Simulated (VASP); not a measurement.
# GaSb3 (P4/mmm) in VASP: notebook

GaSb3 is run at these levels: PBE; tasks: single point, relaxation of cell and atoms.

All numbers are computed with VASP 6.6.1; they aren't measurements. Logs are shortened: lines on timing, memory, paths and dates and some standing lists are left out, and cuts for length are marked.

## 1. The cell of the first run

The structure is tetragonal, space group P4/mmm (No. 123). Conventional cell: a = 4.683 Å, b = 4.683 Å, c = 4.635 Å, α = 90.00°, β = 90.00°, γ = 90.00°. Within 4.3 Å of Ga (site symmetry 4/mmm) lie 12 Sb at 3.29 to 3.31 Å. Within 4.3 Å of Sb (site symmetry mmm) lie 4 Ga at 3.29 Å and 8 Sb at 3.29 to 3.31 Å. Sb (site symmetry 4/mmm) has 8 Sb at 3.29 Å and 4 Ga at 3.31 Å within 4.3 Å.

## 2. Single point, PBE

The input, INCAR:

```
SYSTEM = GaSb3
PREC = Accurate
ENCUT = 520
EDIFF = 1E-7
ISMEAR = 0
SIGMA = 0.1
LREAL = .FALSE.
LASPH = .TRUE.
NELM = 80
ALGO = Normal
ISIF = 2
LWAVE = .FALSE.
LCHARG = .FALSE.
GGA = PE
NBANDS = 22
```

The input, KPOINTS:

```
regular mesh
0
G
  4 4 4
  0 0 0
```

The input, POSCAR:

```
GaSb3
1.0
    4.6828069758      0.0000000000      0.0000000000
    0.0000000000      4.6828069758      0.0000000000
    0.0000000000      0.0000000000      4.6346742560
Ga Sb
1 3
Direct
    0.0000000000      0.0000000000      0.0000000000
    0.0000000000      0.5000000000      0.5000000000
    0.5000000000      0.0000000000      0.5000000000
    0.5000000000      0.5000000000      0.0000000000
```

Potentials or basis: VASP PAW PBE potentials, release 64 (Ga_d, Sb).

Run with:

```sh
$ cat potpaw_PBE.64/Ga_d/POTCAR potpaw_PBE.64/Sb/POTCAR > POTCAR
$ mpirun -np 1 vasp_std > vasp.out
```

OUTCAR:

```text
SYSTEM = GaSb3
   PREC = Accurate
   ENCUT = 520
   EDIFF = 1E-7
   ISMEAR = 0
   LREAL = .FALSE.
   LASPH = .TRUE.
   NELM = 80
   ISIF = 2
   GGA = PE

 ion  position               nearest neighbor table
   1  0.000  0.000  0.000-   2 3.29   3 3.29   2 3.29   3 3.29   2 3.29   2 3.29   3 3.29   3 3.29
                             4 3.31   4 3.31   4 3.31   4 3.31
   2  0.000  0.500  0.500-   1 3.29   4 3.29   1 3.29   4 3.29   1 3.29   1 3.29   4 3.29   4 3.29
                             3 3.31   3 3.31   3 3.31   3 3.31
   3  0.500  0.000  0.500-   1 3.29   4 3.29   1 3.29   4 3.29   4 3.29   4 3.29   1 3.29   1 3.29
                             2 3.31   2 3.31   2 3.31   2 3.31
   4  0.500  0.500  0.000-   2 3.29   3 3.29   2 3.29   3 3.29   3 3.29   3 3.29   2 3.29   2 3.29
                             1 3.31   1 3.31   1 3.31   1 3.31

  LATTYP: Found a simple tetragonal cell.
 ALAT       =     4.6828069758
 C/A-ratio  =     0.9897213957

  Lattice vectors:

 A1 = (   4.6828069758,   0.0000000000,   0.0000000000)
 A2 = (   0.0000000000,   4.6828069758,   0.0000000000)
 A3 = (   0.0000000000,   0.0000000000,   4.6346742560)

Analysis of symmetry for initial positions (statically):
=====================================================================
 Subroutine PRICEL returns:
 Original cell was already a primitive cell.

 Routine SETGRP: Setting up the symmetry group for a
 simple tetragonal supercell.

 Subroutine GETGRP returns: Found 16 space group operations
 (whereof 16 operations were pure point group operations)
 out of a pool of 16 trial point group operations.

The static configuration has the point symmetry D_4h.

Analysis of symmetry for dynamics (positions and initial velocities):
=====================================================================
 Subroutine PRICEL returns:
 Original cell was already a primitive cell.

 Routine SETGRP: Setting up the symmetry group for a
 simple tetragonal supercell.

 Subroutine GETGRP returns: Found 16 space group operations
 (whereof 16 operations were pure point group operations)
 out of a pool of 16 trial point group operations.

The dynamic configuration has the point symmetry D_4h.

 Subroutine INISYM returns: Found 16 space group operations
 (whereof 16 operations are pure point group operations),
 and found     1 'primitive' translations

----------------------------------------------------------------------------------------

                                     Primitive cell

  volume of cell :     101.6323

  direct lattice vectors                    reciprocal lattice vectors
     4.682806976  0.000000000  0.000000000     0.213547132  0.000000000  0.000000000
     0.000000000  4.682806976  0.000000000     0.000000000  0.213547132  0.000000000
     0.000000000  0.000000000  4.634674256     0.000000000  0.000000000  0.215764894

  length of vectors
     4.682806976  4.682806976  4.634674256     0.213547132  0.213547132  0.215764894

  position of ions in fractional coordinates (direct lattice)
     0.000000000  0.000000000  0.000000000
     0.000000000  0.500000000  0.500000000
     0.500000000  0.000000000  0.500000000
     0.500000000  0.500000000  0.000000000

  ion indices of the primitive-cell ions
   primitive index   ion index
                 1           1
                 2           2
                 3           3
                 4           4

----------------------------------------------------------------------------------------

 KPOINTS: regular mesh

Automatic generation of k-mesh.
 Grid dimensions read from file:
 generate k-points for:    4    4    4

 Generating k-lattice:

  Cartesian coordinates                     Fractional coordinates (reciprocal lattice)
     0.053386783  0.000000000  0.000000000     0.250000000  0.000000000  0.000000000
     0.000000000  0.053386783  0.000000000     0.000000000  0.250000000  0.000000000
     0.000000000  0.000000000  0.053941224     0.000000000  0.000000000  0.250000000

  Length of vectors
     0.053386783  0.053386783  0.053941224

  Shift w.r.t. Gamma in fractional coordinates (k-lattice)
     0.000000000  0.000000000  0.000000000

 Subroutine IBZKPT returns following result:
 ===========================================

 Found     18 irreducible k-points:

 Following reciprocal coordinates:
            Coordinates               Weight
  0.000000  0.000000  0.000000      1.000000
  0.250000  0.000000  0.000000      4.000000
  0.500000  0.000000  0.000000      2.000000
  0.250000  0.250000  0.000000      4.000000
  0.500000  0.250000  0.000000      4.000000
  0.500000  0.500000  0.000000      1.000000
[... 10 lines left out ...]
  0.500000  0.250000  0.500000      4.000000
  0.500000  0.500000  0.500000      1.000000
   k-points           NKPTS =     18   k-points in BZ     NKDIM =     18   number of bands    NBANDS=     22
   number of dos      NEDOS =    301   number of ions     NIONS =      4
   total plane-waves  NPLWV =  46656
   dimension x,y,z NGX =    36 NGY =   36 NGZ =   36
   dimension x,y,z NGXF=    72 NGYF=   72 NGZF=   72
   ions per type =               1   3
   NGX,Y,Z   is equivalent  to a cutoff of  12.78, 12.78, 12.91 a.u.
   NGXF,Y,Z  is equivalent  to a cutoff of  25.56, 25.56, 25.83 a.u.
 SYSTEM =  GaSb3
   PREC   = accura    normal or accurate (medium, high low for compatibility)
   ISTART =      0    job   : 0-new  1-cont  2-samecut
   ICHARG =      2    charge: 1-file 2-atom 10-const
   ISPIN  =      1    spin polarized calculation?
   LNONCOLLINEAR =      F non collinear calculations
   LSORBIT =      F    spin-orbit coupling
   LASPH  =      T    aspherical Exc in radial PAW
   ENCUT  =  520.0 eV  38.22 Ry    6.18 a.u.   8.71  8.71  8.62*2*pi/ulx,y,z
   NELM   =     80;   NELMIN=  2; NELMDL= -5     # of ELM steps
   EDIFF  = 0.1E-06   stopping-criterion for ELM
   LREAL  =      F    real-space projection
   EDIFFG = 0.1E-05   stopping-criterion for IOM
   NSW    =      0    number of steps for IOM
   IBRION =     -1    ionic relax: 0-MD 1-quasi-New 2-CG
   NFREE  =      0    steps in history (QN), initial steepest desc. (CG)
   ISIF   =      2    stress and relaxation
   ISYM   =      2    0-nonsym 1-usesym 2-fastsym
   POTIM  = 0.5000    time-step for ionic-motion
   TEBEG  =    0.0;   TEEND  =   0.0 temperature during run
   PSTRESS=    0.0 pullay stress
   NELECT =      28.0000    total number of electrons
   NUPDOWN=      -1.0000    fix difference up-down
   EMIN   =  10.00;   EMAX   =-10.00  energy-range for DOS
   EFERMI =   0.00;   METHOD = LEGACY
   ISMEAR =     0;   SIGMA  =   0.10  broadening in eV -4-tet -1-fermi 0-gaus
   EFERMI_NEDOS =   21; number of points for ismear=-14 and -15
   IALGO  =     38    algorithm
   IMIX   =      4    mixing-type and parameters
     AMIX     =   0.40;   BMIX     =  1.00
     AMIX_MAG =   1.60;   BMIX_MAG =  1.00
  volume/ion in A,a.u.               =      25.41       171.46
  Fermi-wavevector in a.u.,A,eV,Ry     =   1.065247  2.013025 15.439223  1.134751
  Thomas-Fermi vector in A             =   2.200792
   LORBIT       =      0    0 simple, 1 ext, 2 COOP (PROOUT), +10 PAW based schemes
   GGA     = PE    functional components
   LHFCALC =     F    Hartree Fock is set to
   AEXX    =    0.0000 exact exchange contribution
   IVDW    =     0    specifies the selected vdW correction
   LEPSILON=     F    determine dielectric tensor
   LRPA    =     F    only Hartree local field effects (RPA)
 non-spin polarized calculation
 Gauss-broadening in eV      SIGMA  =   0.10
  energy-cutoff  :      520.00
  volume of cell :      101.63
 maximum number of plane-waves:      2768
 NGX is ok and might be reduce to    36
   NGX = 17   NGY = 17   NGZ = 17

 number of electron      27.9999988 magnetization

 Free energy of the ion-electron system (eV)
  ---------------------------------------------------
  ext. energy  EPLUGINS =         0.00000000
  ---------------------------------------------------
  free energy    TOTEN  =       -14.42384219 eV

  energy without entropy =      -14.39840228  energy(sigma->0) =      -14.41112223

 E-fermi :   7.7309     XC(G=0): -10.2779

 val. band max:        7.7173484451   @ k =   0.2500   0.2500   0.5000
 cond. band min:       7.7423119182   @ k =   0.5000   0.2500   0.0000
 fundamental gap:      0.0249634731
 Fermi energy:         7.7309045836

 k-point     1 :       0.0000    0.0000    0.0000
  band No.  band energies     occupation
      1      -7.2235      2.00000
      2      -7.2196      2.00000
      3      -7.2176      2.00000
      4      -7.2152      2.00000
      5      -7.2152      2.00000
      6      -4.8569      2.00000
[... 14 lines left out ...]
     21      12.7786      0.00000
     22      12.9338      0.00000

 k-point     2 :       0.2500    0.0000    0.0000
  band No.  band energies     occupation
      1      -7.2212      2.00000
      2      -7.2199      2.00000
      3      -7.2179      2.00000
      4      -7.2176      2.00000
      5      -7.2152      2.00000
      6      -4.4539      2.00000
[... 14 lines left out ...]
     21      13.1656      0.00000
     22      13.2455      0.00000

 k-point     3 :       0.5000    0.0000    0.0000
  band No.  band energies     occupation
      1      -7.2221      2.00000
      2      -7.2199      2.00000
      3      -7.2195      2.00000
      4      -7.2156      2.00000
      5      -7.2151      2.00000
      6      -3.5905      2.00000
[... 14 lines left out ...]
     21      11.7310      0.00000
     22      14.1376      0.00000
[... 326 lines left out ...]
 k-point    17 :       0.5000    0.2500    0.5000
  band No.  band energies     occupation
      1      -7.2295      2.00000
      2      -7.2259      2.00000
      3      -7.2241      2.00000
      4      -7.2139      2.00000
      5      -7.2076      2.00000
      6      -1.7255      2.00000
[... 14 lines left out ...]
     21      13.2448      0.00000
     22      16.0887      0.00000

 k-point    18 :       0.5000    0.5000    0.5000
  band No.  band energies     occupation
      1      -7.2301      2.00000
      2      -7.2285      2.00000
      3      -7.2285      2.00000
      4      -7.2107      2.00000
      5      -7.2067      2.00000
      6      -1.3130      2.00000
[... 14 lines left out ...]
     21      13.7921      0.00000
     22      16.6747      0.00000

------------------------ aborting loop because EDIFF is reached ----------------------------------------

  FORCE on cell =-STRESS in cart. coord.  units (eV):
  Direction    XX          YY          ZZ          XY          YZ          ZX
  --------------------------------------------------------------------------------------
  -------------------------------------------------------------------------------------
  Total        1.4586275      1.4586275      0.9971189      0.0000000      0.0000000      0.0000000
  in kB       22.9944624     22.9944624     15.7190326      0.0000000      0.0000000      0.0000000
  external PRESSURE =      20.5693192 kB  Pullay stress =       0.0000000 kB

 VOLUME and BASIS-vectors are now :
 -----------------------------------------------------------------------------
  energy-cutoff  :      520.00
  volume of cell :      101.63
      direct lattice vectors                 reciprocal lattice vectors
     4.682806976  0.000000000  0.000000000     0.213547132  0.000000000  0.000000000
     0.000000000  4.682806976  0.000000000     0.000000000  0.213547132  0.000000000
     0.000000000  0.000000000  4.634674256     0.000000000  0.000000000  0.215764894

 POSITION                                       TOTAL-FORCE (eV/Angst)
 -----------------------------------------------------------------------------------
      0.00000      0.00000      0.00000         0.000000      0.000000      0.000000
      0.00000      2.34140      2.31734         0.000000      0.000000      0.000000
      2.34140      0.00000      2.31734         0.000000      0.000000      0.000000
      2.34140      2.34140      0.00000         0.000000      0.000000      0.000000
 -----------------------------------------------------------------------------------
    total drift:                                0.000000     -0.000000     -0.000000

  FREE ENERGIE OF THE ION-ELECTRON SYSTEM (eV)
  ---------------------------------------------------
  free  energy   TOTEN  =       -14.4238421880 eV

  energy  without entropy=      -14.3984022789  energy(sigma->0) =      -14.41112223
```

Wall time 21 s (1 thread of Intel Xeon 6975P-C (Granite Rapids), shared host); peak memory 0.21 GiB.

What came out:

```yaml
Free_energy: -14.4238 eV
Pressure: 2.1 GPa
Band_gap_on_the_k_mesh: zero (band 14 reaches 11.71 eV, above the bottom of band 15 at 6.64 eV)
```

Levels at points of the mesh, in eV from the Fermi level:
| k point | band 10 | band 11 | band 12 | band 13 | band 14 | band 15 | band 16 | band 17 | band 18 | band 19 |
| --- | --- | --- | --- | --- | --- | --- | --- | --- | --- | --- |
| (0.00, 0.00, 0.00) | -4.51 | -4.42 | -4.30 | 0.80 | 0.80 | 0.82 | 1.78 | 1.78 | 1.78 | 4.69 |
| (0.50, 0.00, 0.00) | -3.11 | -3.02 | -2.15 | -2.06 | -1.07 | -0.86 | 1.93 | 2.55 | 2.58 | 2.61 |
| (0.50, 0.50, 0.00) | -2.31 | -1.36 | -1.36 | -1.35 | -1.04 | -1.04 | -0.94 | 0.87 | 3.69 | 4.02 |
| (0.00, 0.00, 0.50) | -3.05 | -3.05 | -2.13 | -2.13 | -1.15 | -0.91 | 2.04 | 2.50 | 2.50 | 2.67 |
| (0.50, 0.00, 0.50) | -2.44 | -1.47 | -1.45 | -1.38 | -1.11 | -1.09 | -1.07 | 0.80 | 3.84 | 4.15 |
| (0.50, 0.50, 0.50) | -5.51 | -5.18 | -5.18 | -5.14 | 3.98 | 4.14 | 4.29 | 4.39 | 4.39 | 5.95 |

Caveat: spin-orbit coupling is left out, which moves the levels of the heavy elements.

## 3. Relaxation of cell and atoms, PBE

The input, INCAR:

```
SYSTEM = GaSb3
ALGO = Normal
EDIFF = 1E-6
EDIFFG = -0.01
ENCUT = 600
GGA = PE
IBRION = 2
ISIF = 3
ISMEAR = 0
LASPH = .True.
LCHARG = .False.
LREAL = .False.
LWAVE = .False.
NELM = 60
NSW = 100
PREC = Accurate
SIGMA = 0.1
```

The input, KPOINTS:

```
k-points
0
Gamma
  10 10 10
  0 0 0
```

POSCAR is that of step 2.

Potentials or basis: VASP PAW PBE potentials, release 64 (Ga_d, Sb).

Run with:

```sh
$ cat potpaw_PBE.64/Ga_d/POTCAR potpaw_PBE.64/Sb/POTCAR > POTCAR
$ mpirun -np 1 vasp_std > vasp.out
```

Wall time 6.1 min (1 thread of Intel Xeon Platinum 8259CL at 2.50GHz (Skylake/Cascade Lake), shared host); peak memory 0.46 GiB.

The run converged. Its results:

```
Free energy                            : -14.5531 eV
Relaxed volume                         : 26.21 Å³/atom
Relaxed cell                           : a = 4.731 Å, b = 4.731 Å, c = 4.684 Å, α = 90.00°, β = 90.00°, γ = 90.00°
Space group after relaxing (to 0.05 Å) : Pm-3m (No. 221)
Energy gained by relaxing              : 4.3 meV/atom
Ionic steps                            : 3
Pressure after relaxing                : 0.0 GPa
Band gap on the k mesh                 : zero (band 14 reaches 11.16 eV, above the bottom of band 15 at 6.29 eV)
```

Step by step:
| step | energy change (eV) | largest force (eV/Å) | pressure (GPa) | volume (Å³) |
| --- | --- | --- | --- | --- |
| 1 | 0.0000 | 0.0000 | 1.76 | 101.63 |
| 2 | -0.0160 | 0.0000 | -0.47 | 105.78 |
| 3 | -0.0172 | 0.0000 | -0.02 | 104.85 |

Final structure:
```
CELL_PARAMETERS angstrom
4.73145 0.00000 0.00000
0.00000 4.73145 0.00000
0.00000 0.00000 4.68367
ATOMIC_POSITIONS crystal
Ga 0.00000 0.00000 0.00000
Sb 0.00000 0.50000 0.50000
Sb 0.50000 0.00000 0.50000
Sb 0.50000 0.50000 0.00000
```

Levels at points of the mesh, in eV from the Fermi level:
```tsv
k point	band 11	band 12	band 13	band 14	band 15	band 16	band 17	band 18
(0.00, 0.00, 0.00)	-4.31	-4.28	0.72	0.72	0.73	1.73	1.73	1.74
(0.50, 0.00, 0.00)	-2.96	-2.10	-2.02	-1.06	-0.83	1.73	2.42	2.45
(0.50, 0.50, 0.00)	-1.39	-1.39	-1.32	-1.05	-1.05	-1.00	0.91	3.51
(0.00, 0.00, 0.50)	-2.99	-2.07	-2.07	-1.14	-0.88	1.83	2.36	2.36
(0.50, 0.00, 0.50)	-1.50	-1.49	-1.36	-1.13	-1.10	-1.09	0.85	3.65
(0.50, 0.50, 0.50)	-5.04	-5.04	-5.02	3.77	3.94	4.04	4.15	4.15
```

Caveat: spin-orbit coupling is left out, which moves the levels of the heavy elements.
